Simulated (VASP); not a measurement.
# Al (P6_3/mmc) in VASP: notebook, part 2 of 2

VASP 6.6.1. The steps go on from the part before.

## Step 4: Single point, PBEsol

This run uses another cell than the first one, of 16.32 Å³/atom, 1.036 times its volume.

INCAR reads:

```
SYSTEM = Al
PREC = Accurate ; ENCUT = 520
EDIFF = 1E-7 ; ISMEAR = -1
SIGMA = 0.05 ; LREAL = .FALSE.
LASPH = .TRUE. ; NELM = 100
ALGO = Fast ; ISIF = 2
LWAVE = .FALSE. ; LCHARG = .FALSE.
GGA = PS ; NBANDS = 10
```

KPOINTS reads:

```
regular mesh
0
G
  11 11 6
  0 0 0
```

POSCAR reads:

```
Al
1.0
    2.8353666201      0.0000000000      0.0000000000
   -1.4176833100      2.4554995221      0.0000000000
    0.0000000000      0.0000000000      4.6876288325
Al
2
Direct
    0.3333333333      0.6666666667      0.2500000000
    0.6666666667      0.3333333333      0.7500000000
```

Potentials or basis: VASP PAW PBE potentials, release 64 (Al).

The run is started by

```bash
cat potpaw_PBE.64/Al/POTCAR > POTCAR
mpirun -np 1 vasp_std > vasp.out
```

OUTCAR:

```text
SYSTEM = Al
   PREC = Accurate
   ENCUT = 520
   EDIFF = 1E-7
   ISMEAR = -1
   LREAL = .FALSE.
   LASPH = .TRUE.
   NELM = 100
   ISIF = 2
   GGA = PS

 ion  position               nearest neighbor table
   1  0.333  0.667  0.250-   2 2.86   2 2.86   2 2.86   2 2.86   2 2.86   2 2.86
   2  0.667  0.333  0.750-   1 2.86   1 2.86   1 2.86   1 2.86   1 2.86   1 2.86

  LATTYP: Found a hexagonal cell.
 ALAT       =     2.8353666201
 C/A-ratio  =     1.6532707972

  Lattice vectors:

 A1 = (   2.8353666201,   0.0000000000,   0.0000000000)
 A2 = (  -1.4176833100,   2.4554995221,   0.0000000000)
 A3 = (   0.0000000000,   0.0000000000,   4.6876288325)

Analysis of symmetry for initial positions (statically):
=====================================================================
 Subroutine PRICEL returns:
 Original cell was already a primitive cell.

 Routine SETGRP: Setting up the symmetry group for a
 hexagonal supercell.

 Subroutine GETGRP returns: Found 24 space group operations
 (whereof 12 operations were pure point group operations)
 out of a pool of 24 trial point group operations.

The static configuration has the point symmetry D_3d.
 The point group associated with its full space group is D_6h.

Analysis of symmetry for dynamics (positions and initial velocities):
=====================================================================
 Subroutine PRICEL returns:
 Original cell was already a primitive cell.

 Routine SETGRP: Setting up the symmetry group for a
 hexagonal supercell.

 Subroutine GETGRP returns: Found 24 space group operations
 (whereof 12 operations were pure point group operations)
 out of a pool of 24 trial point group operations.

The dynamic configuration has the point symmetry D_3d.
 The point group associated with its full space group is D_6h.

 Subroutine INISYM returns: Found 24 space group operations
 (whereof 12 operations are pure point group operations),
 and found     1 'primitive' translations

[... 117 lines left out ...]
  Thomas-Fermi vector in A             =   2.057309
   LORBIT       =      0    0 simple, 1 ext, 2 COOP (PROOUT), +10 PAW based schemes
   GGA     = PS    functional components
   LHFCALC =     F    Hartree Fock is set to
   AEXX    =    0.0000 exact exchange contribution
   IVDW    =     0    specifies the selected vdW correction
   LEPSILON=     F    determine dielectric tensor
   LRPA    =     F    only Hartree local field effects (RPA)
 non-spin polarized calculation
 RMM-DIIS sequential band-by-band and
  energy-cutoff  :      520.00
  volume of cell :       32.64
 maximum number of plane-waves:       897
 NGX is ok and might be reduce to    24
   NGX = 11   NGY = 11   NGZ = 17

 number of electron       6.0000000 magnetization

 Free energy of the ion-electron system (eV)
  ---------------------------------------------------
  ext. energy  EPLUGINS =         0.00000000
  ---------------------------------------------------
  free energy    TOTEN  =        -8.14566300 eV

  energy without entropy =       -8.14059464  energy(sigma->0) =       -8.14312882

 E-fermi :   8.0730     XC(G=0): -10.2983

 val. band max:        8.0600059993   @ k =   0.3636   0.2727   0.5000
 cond. band min:       8.0819077082   @ k =   0.3636  -0.0000   0.5000
 fundamental gap:      0.0219017089
 Fermi energy:         8.0730485772

 k-point     1 :       0.0000    0.0000    0.0000
  band No.  band energies     occupation
      1      -3.1432      2.00000
      2       3.3637      2.00000
      3       3.5205      2.00000
      4      18.9136      0.00000
      5      18.9136      0.00000
      6      19.2446      0.00000
      7      19.2446      0.00000
      8      20.0465      0.00000
      9      22.1090      0.00000
     10      22.3467      0.00000
[... 287 lines left out ...]
 k-point    24 :       0.1818    0.0909    0.1667
  band No.  band energies     occupation
      1      -1.5458      2.00000
      2       2.8223      2.00000
      3       7.0512      2.00000
      4      11.2913      0.00000
      5      13.2353      0.00000
      6      15.4120      0.00000
      7      17.2749      0.00000
      8      18.8268      0.00000
      9      19.1949      0.00000
     10      20.6541      0.00000

 [... further k-points ...]
[... 5 lines left out ...]
  --------------------------------------------------------------------------------------
  -------------------------------------------------------------------------------------
  Total        0.0113001      0.0113001      0.0031584      0.0000000      0.0000000      0.0000000
  in kB        0.5547416      0.5547416      0.1550529      0.0000000      0.0000000      0.0000000
  external PRESSURE =       0.4215121 kB  Pullay stress =       0.0000000 kB

 VOLUME and BASIS-vectors are now :
 -----------------------------------------------------------------------------
  energy-cutoff  :      520.00
  volume of cell :       32.64
      direct lattice vectors                 reciprocal lattice vectors
     2.835366620  0.000000000  0.000000000     0.352688077  0.203624556  0.000000000
    -1.417683310  2.455499522  0.000000000     0.000000000  0.407249112  0.000000000
     0.000000000  0.000000000  4.687628832     0.000000000  0.000000000  0.213327470

 POSITION                                       TOTAL-FORCE (eV/Angst)
 -----------------------------------------------------------------------------------
     -0.00000      1.63700      1.17191        -0.000000      0.000000      0.000000
      1.41768      0.81850      3.51572         0.000000     -0.000000      0.000000
 -----------------------------------------------------------------------------------
    total drift:                               -0.000000      0.000000     -0.000000

  FREE ENERGIE OF THE ION-ELECTRON SYSTEM (eV)
  ---------------------------------------------------
  free  energy   TOTEN  =        -8.1456630036 eV

  energy  without entropy=       -8.1405946375  energy(sigma->0) =       -8.14312882
```

stdout:

```text
POSCAR found type information on POSCAR Al
 POSCAR found :  1 types and       2 ions
 scaLAPACK will be used
 -----------------------------------------------------------------------------
|                                                                             |
|                                                                             |
|     You enforced a specific xc type in the INCAR file but a different       |
|     I HOPE YOU KNOW WHAT YOU ARE DOING!                                     |
|                                                                             |
 -----------------------------------------------------------------------------

 LDA part: xc-table for (Slater+PW92), standard interpolation
 POSCAR, INCAR and KPOINTS ok, starting setup
 FFT: planning ... GRIDC
 FFT: planning ... GRID_SOFT
 FFT: planning ... GRID
 WAVECAR not read
 entering main loop
```

Wall time 7.5 s (1 thread of Intel Xeon 6975P-C (Granite Rapids), shared host); peak memory 0.15 GiB.

Results:

* Free energy: -8.1457 eV
* Pressure: 0.0 GPa
* Band gap on the k mesh: zero (band 3 reaches 12.02 eV, above the bottom of band 4 at 5.00 eV)

Levels at points of the mesh, in eV from the Fermi level:
```csv
k point,band 1,band 2,band 3,band 4,band 5,band 6,band 7
"(0.00, 0.00, 0.00)",-11.22,-4.71,-4.55,10.84,10.84,11.17,11.17
"(0.00, 0.00, 0.50)",-9.54,-9.54,3.22,3.22,12.02,12.02,12.02
```

Caveat: the PAW data sets were made with another functional, which shifts forces and pressure a little.

## Step 5: Overview

```tsv
level	cell	gap on the mesh (eV)	pressure (GPa)
PBEsol+D3(BJ)	a = 2.802, b = 2.802, c = 4.632 Å, angles 90.0, 90.0, 120.0°, 2 atoms	none	-0.3
PBEsol	a = 2.784, b = 2.784, c = 4.601 Å, angles 90.0, 90.0, 120.0°, 2 atoms	none	5.1
PBEsol	a = 2.835, b = 2.835, c = 4.688 Å, angles 90.0, 90.0, 120.0°, 2 atoms	none	0.0
```

Alike in all rows: task single point; potentials or basis VASP PAW PBE potentials, release 64 (Al); no spin polarisation; k mesh 11 × 11 × 6; cutoff (eV) 520; smearing fermi-dirac 0.05 eV.

Caveats: the PAW data sets were made with another functional, which shifts forces and pressure a little; three body term missing (some runs); pairwise dispersion overbinds metals, which lowers pressure and volume (some runs).

Total energies depend on the potentials used, so only differences within one code and one set of settings carry meaning.
